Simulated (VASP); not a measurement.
Set up this calculation in VASP 6.6.1, as the native input.

* Task: single point
* Functional: LDA
* Potentials or basis: VASP PAW LDA potentials, release 64 (Te, Sn_d)
* Cutoff: 520 eV
* k mesh: 6 × 6 × 6
* Occupations: fermi-dirac, width 0.05 eV
* Spin: no spin polarisation
* Dipole correction: no
* Further INCAR settings: ALGO = Normal; EDIFF = 1e-06; NBANDS = 17

The structure of SnTe lies in POSCAR:

```
SnTe
1.0
    0.0000000000      3.5869093905      3.5869093905
    3.5869093905      0.0000000000      3.5869093905
    3.5869093905      3.5869093905      0.0000000000
Te Sn
1 1
Direct
    0.2500000000      0.2500000000      0.2500000000
    0.0000000000      0.0000000000      0.0000000000
```

One way to write it, as run:

INCAR

```
PREC = Accurate ; ENCUT = 520
EDIFF = 1E-6 ; ISMEAR = -1
SIGMA = 0.05 ; LREAL = F
LASPH = T ; NELM = 100
ALGO = Normal ; ISIF = 2
LWAVE = F ; LCHARG = T
LELF = T ; LVHAR = T
NBANDS = 17
```

KPOINTS

```
regular mesh
0
Gamma
  6 6 6
```

Potentials or basis: VASP PAW LDA potentials, release 64 (Te, Sn_d).

Launch:

```bash
$ cat potpaw_LDA.64/Te/POTCAR potpaw_LDA.64/Sn_d/POTCAR > POTCAR
$ mpirun -np 1 vasp_std > vasp.out
```

Results of the run:

The pressure is -1.8 GPa and the band gap on the k mesh is 0.15 eV, indirect (least direct gap 0.70 eV).

Caveat: spin-orbit coupling is left out, which moves the levels of the heavy elements.

Run time: 22 s on 1 thread of Intel(R) Xeon(R) 6975P-C (Granite Rapids), on a shared host, peak memory 0.2 GiB.
